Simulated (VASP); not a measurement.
# AlAs (Imm2) in VASP: single point with PBE0

Aim: the single point of AlAs with PBE0.

Program: VASP 6.6.1. These are calculated values, not measurements. Logs are shortened: lines on timing, memory, paths and dates and some standing lists are left out, and cuts for length are marked.

## (1) The cell of the first run

The typed cell holds 4 atoms: a = 4.054 Å, b = 5.733 Å, c = 4.049 Å, α = 90.00°, β = 90.00°, γ = 90.00°.

## (2) Single point, PBE0

File POSCAR:

```
AlAs
1.0
    4.0537526140      0.0000000000      0.0000000000
    0.0000000000      5.7328719252      0.0000000000
    0.0000000000      0.0000000000      4.0488356733
Al As
2 2
Direct
    0.0000000000     -0.0000478930      0.0000000000
    0.5000000000      0.4999521070      0.5000000000
    0.0000000000      0.2500478930      0.5000000000
    0.5000000000      0.7500478930      0.0000000000
```

File INCAR.step1:

```
SYSTEM = AlAs
ALGO = Normal
EDIFF = 1E-5
ENCUT = 400
GGA = PE
GGA_COMPAT = .FALSE.
ISIF = 2
ISMEAR = 0
LASPH = .TRUE.
LCHARG = .FALSE.
LREAL = .FALSE.
LWAVE = .TRUE.
NBANDS = 16
NELM = 120
PREC = Accurate
SIGMA = 0.01
```

File INCAR.step2:

```
SYSTEM = AlAs
AEXX = 0.25
ALGO = Normal
EDIFF = 1E-6
ENCUT = 400
GGA = PE
GGA_COMPAT = .FALSE.
ISIF = 2
ISMEAR = 0
ISTART = 1
LASPH = .TRUE.
LCHARG = .FALSE.
LHFCALC = .TRUE.
LREAL = .FALSE.
LWAVE = .FALSE.
NBANDS = 16
NELM = 120
PREC = Accurate
PRECFOCK = Normal
SIGMA = 0.01
```

File KPOINTS:

```
k-points
0
G
  4 4 4
  0 0 0
```

Potentials or basis: VASP PAW PBE potentials, release 64 (Al, As).

Run with:

```sh
$ cat potpaw_PBE.64/Al/POTCAR potpaw_PBE.64/As/POTCAR > POTCAR
$ cp INCAR.step1 INCAR
$ mpirun -np 1 vasp_std > vasp.out
$ cp INCAR.step2 INCAR
$ mpirun -np 1 vasp_std > vasp.out
```

OUTCAR:

```text
SYSTEM = AlAs
   AEXX = 0.25
   EDIFF = 1E-6
   ENCUT = 400
   GGA = PE
   ISIF = 2
   ISMEAR = 0
   ISTART = 1
   LASPH = .TRUE.
   LHFCALC = .TRUE.
   LREAL = .FALSE.
   NELM = 120
   PREC = Accurate
   PRECFOCK = Normal

 ion  position               nearest neighbor table
   1  0.000  1.000  0.000-   3 2.48   3 2.48   4 2.48   4 2.48
   2  0.500  0.500  0.500-   4 2.48   4 2.48   3 2.48   3 2.48
   3  0.000  0.250  0.500-   1 2.48   1 2.48   2 2.48   2 2.48
   4  0.500  0.750  0.000-   2 2.48   2 2.48   1 2.48   1 2.48

  LATTYP: Found a simple orthorhombic cell.
 ALAT       =     4.0488356733
 B/A-ratio  =     1.0012144086
 C/A-ratio  =     1.4159309954

  Lattice vectors:

 A1 = (   0.0000000000,   0.0000000000,   4.0488356733)
 A2 = (   4.0537526140,   0.0000000000,   0.0000000000)
 A3 = (   0.0000000000,   5.7328719252,   0.0000000000)

Analysis of symmetry for initial positions (statically):
=====================================================================
 Subroutine PRICEL returns following result:

  LATTYP: Found a body centered orthorhombic cell.
 ALAT       =     4.0488356733
 B/A-ratio  =     1.0012144086
 C/A-ratio  =     1.4159309954

  Lattice vectors:

 A1 = (  -2.0268763070,  -2.8664359626,  -2.0244178366)
 A2 = (   2.0268763070,  -2.8664359626,   2.0244178366)
 A3 = (  -2.0268763070,   2.8664359626,   2.0244178366)

   2 primitive cells build up your supercell.

 Routine SETGRP: Setting up the symmetry group for a
 simple orthorhombic supercell.

 Subroutine GETGRP returns: Found  4 space group operations
 (whereof  4 operations were pure point group operations)
 out of a pool of  8 trial point group operations.

The static configuration has the point symmetry C_2v.

Analysis of symmetry for dynamics (positions and initial velocities):
=====================================================================
 Subroutine PRICEL returns following result:

  LATTYP: Found a body centered orthorhombic cell.
 ALAT       =     4.0488356733
 B/A-ratio  =     1.0012144086
 C/A-ratio  =     1.4159309954

  Lattice vectors:

 A1 = (  -2.0268763070,  -2.8664359626,  -2.0244178366)
 A2 = (   2.0268763070,  -2.8664359626,   2.0244178366)
 A3 = (  -2.0268763070,   2.8664359626,   2.0244178366)

   2 primitive cells build up your supercell.

 Routine SETGRP: Setting up the symmetry group for a
 simple orthorhombic supercell.

 Subroutine GETGRP returns: Found  4 space group operations
 (whereof  4 operations were pure point group operations)
 out of a pool of  8 trial point group operations.

The dynamic configuration has the point symmetry C_2v.

 Subroutine INISYM returns: Found  4 space group operations
 (whereof  4 operations are pure point group operations),
 and found     2 'primitive' translations

----------------------------------------------------------------------------------------

                                     Primitive cell

  volume of cell :      47.0468

  direct lattice vectors                    reciprocal lattice vectors
    -2.026876307 -2.866435963 -2.024417837    -0.246685009 -0.174432643  0.000000000
     2.026876307 -2.866435963  2.024417837     0.000000000 -0.174432643  0.246984585
    -2.026876307  2.866435963  2.024417837    -0.246685009  0.000000000  0.246984585

  length of vectors
     4.052523938  4.052523938  4.052523938     0.302126200  0.302370852  0.349077182

  position of ions in fractional coordinates (direct lattice)
     0.000047893  0.000047893  0.000000000
     0.749952107  0.249952107  0.500000000

  ion indices of the primitive-cell ions
   primitive index   ion index
                 1           1
                 2           4

----------------------------------------------------------------------------------------

 KPOINTS: k-points

Automatic generation of k-mesh.
 Grid dimensions read from file:
 generate k-points for:    4    4    4

 Generating k-lattice:

  Cartesian coordinates                     Fractional coordinates (reciprocal lattice)
     0.061671252  0.000000000  0.000000000     0.250000000  0.000000000  0.000000000
     0.000000000  0.043608161  0.000000000     0.000000000  0.250000000  0.000000000
     0.000000000  0.000000000  0.061746146     0.000000000  0.000000000  0.250000000

  Length of vectors
     0.061671252  0.043608161  0.061746146

  Shift w.r.t. Gamma in fractional coordinates (k-lattice)
     0.000000000  0.000000000  0.000000000

 Subroutine IBZKPT returns following result:
 ===========================================

 Found     27 irreducible k-points:

 Following reciprocal coordinates:
            Coordinates               Weight
  0.000000  0.000000  0.000000      1.000000
  0.250000  0.000000  0.000000      2.000000
  0.500000  0.000000  0.000000      1.000000
  0.000000  0.250000  0.000000      2.000000
  0.250000  0.250000  0.000000      4.000000
  0.500000  0.250000  0.000000      2.000000
[... 16 lines left out ...]
  0.250000  0.250000  0.500000      4.000000
  0.500000  0.250000  0.500000      2.000000
 [... further k-points ...]
   k-points           NKPTS =     27   k-points in BZ     NKDIM =     64   number of bands    NBANDS=     16
   number of dos      NEDOS =    301   number of ions     NIONS =      4
   total plane-waves  NPLWV =  31360
   dimension x,y,z NGX =    28 NGY =   40 NGZ =   28
   dimension x,y,z NGXF=    56 NGYF=   80 NGZF=   56
   ions per type =               2   2
   NGX,Y,Z   is equivalent  to a cutoff of  11.48, 11.60, 11.50 a.u.
   NGXF,Y,Z  is equivalent  to a cutoff of  22.97, 23.20, 22.99 a.u.
 SYSTEM =  AlAs
   PREC   = accura    normal or accurate (medium, high low for compatibility)
   ISTART =      1    job   : 0-new  1-cont  2-samecut
   ICHARG =      0    charge: 1-file 2-atom 10-const
   ISPIN  =      1    spin polarized calculation?
   LNONCOLLINEAR =      F non collinear calculations
   LSORBIT =      F    spin-orbit coupling
   LASPH  =      T    aspherical Exc in radial PAW
   ENCUT  =  400.0 eV  29.40 Ry    5.42 a.u.   6.61  9.35  6.60*2*pi/ulx,y,z
   NELM   =    120;   NELMIN=  2; NELMDL=  0     # of ELM steps
   EDIFF  = 0.1E-05   stopping-criterion for ELM
   LREAL  =      F    real-space projection
   EDIFFG = 0.1E-04   stopping-criterion for IOM
   NSW    =      0    number of steps for IOM
   IBRION =     -1    ionic relax: 0-MD 1-quasi-New 2-CG
   NFREE  =      0    steps in history (QN), initial steepest desc. (CG)
   ISIF   =      2    stress and relaxation
   ISYM   =      3    0-nonsym 1-usesym 2-fastsym
   POTIM  = 0.5000    time-step for ionic-motion
   TEBEG  =    0.0;   TEEND  =   0.0 temperature during run
   PSTRESS=    0.0 pullay stress
   NELECT =      16.0000    total number of electrons
   NUPDOWN=      -1.0000    fix difference up-down
   EMIN   =  10.00;   EMAX   =-10.00  energy-range for DOS
   EFERMI =   0.00;   METHOD = LEGACY
   ISMEAR =     0;   SIGMA  =   0.01  broadening in eV -4-tet -1-fermi 0-gaus
   EFERMI_NEDOS =   21; number of points for ismear=-14 and -15
   IALGO  =     38    algorithm
   IMIX   =      1    mixing-type and parameters
     AMIX     =   0.40;   BMIX     =  1.00
     AMIX_MAG =   1.60;   BMIX_MAG =  1.00
  volume/ion in A,a.u.               =      23.52       158.74
  Fermi-wavevector in a.u.,A,eV,Ry     =   0.906974  1.713933 11.192183  0.822602
  Thomas-Fermi vector in A             =   2.030726
   LORBIT       =      0    0 simple, 1 ext, 2 COOP (PROOUT), +10 PAW based schemes
   GGA     = PE    functional components
   LHFCALC =     T    Hartree Fock is set to
   PRECFOCK=normal    Normal, Fast or Accurate (Low or Medium for compatibility)
   ENCUT4O =  -1.0   cutoff for four orbital integrals eV
   NKREDX  =     1    reduce k-point grid by
   NKREDY  =     1    reduce k-point grid by
   NKREDZ  =     1    reduce k-point grid by
   AEXX    =    0.2500 exact exchange contribution
   HFSCREEN=    0.0000 screening length (either q_TF or 0.3 A-1)
   HFSCREENC=   0.0000 screening length for correlation (either q_TF or 0.3 A-1)
   ENCUTFOCK=  -1.0 apply spherical cutoff to Coloumb kernel
   IVDW    =     0    specifies the selected vdW correction
   LEPSILON=     F    determine dielectric tensor
   LRPA    =     F    only Hartree local field effects (RPA)
 non-spin polarized calculation
 Gauss-broadening in eV      SIGMA  =   0.01
  energy-cutoff  :      400.00
  volume of cell :       94.09
 maximum number of plane-waves:      1744
 NGX is ok and might be reduce to    28
  NGX = 20; NGY = 30; NGZ = 20

 number of electron      16.0000006 magnetization

 Free energy of the ion-electron system (eV)
  ---------------------------------------------------
  ext. energy  EPLUGINS =         0.00000000
  ---------------------------------------------------
  free energy    TOTEN  =       -23.64551209 eV

  energy without entropy =      -23.64551209  energy(sigma->0) =      -23.64551209

 E-fermi :   2.8425     XC(G=0):  -7.0540

 val. band max:        2.8003457008   @ k =   0.0000   0.0000   0.0000
 cond. band min:       5.5982960746   @ k =   0.5000   0.0000   0.5000
 fundamental gap:      2.7979503737
 Fermi energy:         2.8425182533

 k-point     1 :       0.0000    0.0000    0.0000
  band No.  band energies     occupation
      1     -10.1631      2.00000
      2      -8.0534      2.00000
      3      -3.1388      2.00000
      4       0.4322      2.00000
      5       0.4449      2.00000
      6       2.7655      2.00000
[... 8 lines left out ...]
     15      13.1549      0.00000
     16      13.5200      0.00000

 k-point     2 :       0.2500    0.0000    0.0000
  band No.  band energies     occupation
      1      -9.7378      2.00000
      2      -8.0889      2.00000
      3      -2.8672      2.00000
      4      -0.8297      2.00000
      5       0.1734      2.00000
      6       0.8454      2.00000
[... 8 lines left out ...]
     15      11.9226      0.00000
     16      12.6478      0.00000
[... 387 lines left out ...]
      5      -0.1022      2.00000
      6      -0.1022      2.00000
[... 8 lines left out ...]
     15      11.3484      0.00000
     16      11.3484      0.00000

 k-point    24 :       0.5000    0.2500    0.5000
  band No.  band energies     occupation
      1      -8.0377      2.00000
      2      -8.0377      2.00000
      3      -2.9800      2.00000
      4      -2.9800      2.00000
      5      -0.0710      2.00000
      6      -0.0710      2.00000
[... 8 lines left out ...]
     15      13.2693      0.00000
     16      13.2693      0.00000

 [... further k-points ...]

------------------------ aborting loop because EDIFF is reached ----------------------------------------

  FORCE on cell =-STRESS in cart. coord.  units (eV):
  Direction    XX          YY          ZZ          XY          YZ          ZX
  --------------------------------------------------------------------------------------
  -------------------------------------------------------------------------------------
  Total       -1.1399501     -1.5335283     -1.0481949      0.0000000      0.0000000      0.0000000
  in kB      -19.4105026    -26.1121565    -17.8481405      0.0000000      0.0000000      0.0000000
  external PRESSURE =     -21.1235999 kB  Pullay stress =       0.0000000 kB

 VOLUME and BASIS-vectors are now :
 -----------------------------------------------------------------------------
  energy-cutoff  :      400.00
  volume of cell :       94.09
      direct lattice vectors                 reciprocal lattice vectors
     4.053752614  0.000000000  0.000000000     0.246685009  0.000000000  0.000000000
     0.000000000  5.732871925  0.000000000     0.000000000  0.174432643  0.000000000
     0.000000000  0.000000000  4.048835673     0.000000000  0.000000000  0.246984585

 POSITION                                       TOTAL-FORCE (eV/Angst)
 -----------------------------------------------------------------------------------
      0.00000      5.73260      0.00000         0.000000     -0.003138      0.000000
      2.02688      2.86616      2.02442         0.000000     -0.003138      0.000000
      0.00000      1.43349      2.02442         0.000000      0.003138      0.000000
      2.02688      4.29993      0.00000         0.000000      0.003138      0.000000
 -----------------------------------------------------------------------------------
    total drift:                               -0.000000     -0.000024     -0.000000

  FREE ENERGIE OF THE ION-ELECTRON SYSTEM (eV)
  ---------------------------------------------------
  free  energy   TOTEN  =       -23.6455120919 eV

  energy  without entropy=      -23.6455120919  energy(sigma->0) =      -23.64551209
```

It took 23 min on 1 thread of Intel Xeon Platinum 8259CL at 2.50GHz (Skylake/Cascade Lake), shared host; peak memory 0.2 GiB.

What came out:

* Free energy: -23.6455 eV
* Pressure: -2.1 GPa
* Largest force: 0.003 eV/Å
* Band gap on the k mesh: 2.80 eV

Forces on the atoms (eV/Å):
```
Al   0.000 -0.003  0.000
Al   0.000 -0.003  0.000
As   0.000  0.003  0.000
As   0.000  0.003  0.000
```

Stress tensor (GPa, compression positive):
```
-1.94  0.00  0.00
 0.00 -2.61  0.00
 0.00  0.00 -1.78
```

Levels at points of the mesh, in eV from the valence-band top:
```csv
k point,band 6,band 7,band 8,band 9,band 10,band 11
"(0.00, 0.00, 0.00)",-0.03,-0.03,0.00,2.82,3.26,3.68
"(0.50, 0.00, 0.00)",-3.06,-0.99,-0.99,4.84,4.84,7.25
"(0.00, 0.50, 0.00)",-1.46,-1.45,-1.45,3.99,3.99,5.21
"(0.50, 0.50, 0.00)",-0.92,-0.89,-0.89,3.44,3.44,6.21
"(0.00, 0.00, 0.50)",-3.05,-1.00,-1.00,4.83,4.83,7.24
"(0.50, 0.00, 0.50)",-2.34,-2.34,-2.34,2.80,2.80,3.64
"(0.00, 0.50, 0.50)",-0.93,-0.90,-0.90,3.43,3.43,6.20
"(0.50, 0.50, 0.50)",-3.38,-2.99,-2.99,5.77,5.77,7.14
```

Caveat: the PAW data sets were made with another functional, which shifts forces and pressure a little. A k mesh can miss the band edges.
